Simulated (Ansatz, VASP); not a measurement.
**Two plane-wave programs on Si3Sn4**

```
Si Sn
1.0
     5.90760    0.00000    0.00000
     0.00000    5.90760    0.00000
     0.00000    0.00000    5.90760
Si Sn
3 4
Direct
  0.00000 0.50000 0.00000
  0.50000 0.00000 0.00000
  0.00000 0.00000 0.50000
  0.73512 0.73512 0.26488
  0.73512 0.26488 0.73512
  0.26488 0.73512 0.73512
  0.26488 0.26488 0.26488
```

Alike in both runs: functional PBE; k mesh 6 × 6 × 6; occupations gaussian, width 0.1 eV; no spin polarisation.

Ansatz relaxed the structure, and its values are those at the end. VASP's run is a single point on that final structure, the one shown.

|  | VASP | Ansatz |
| --- | --- | --- |
| version | VASP 6.6.1 | Ansatz 0.2.0 |
| potentials or method | VASP PAW PBE potentials, release 64 (Si, Sn_d), cutoff 520 eV | scalar-relativistic, plane waves, PAW |
| valence electrons in the cell | 68 | 68 |

```tsv
	VASP	Ansatz	Ansatz less VASP
gap on the k mesh at the Fermi level (eV)	none	none	-
pressure (GPa)	-0.1	0.0	+0.08
rms of the force components (eV/Å)	0.003	0.001	-0.0021
```

A gap of «none» marks a metal or a gap that the smearing closes.
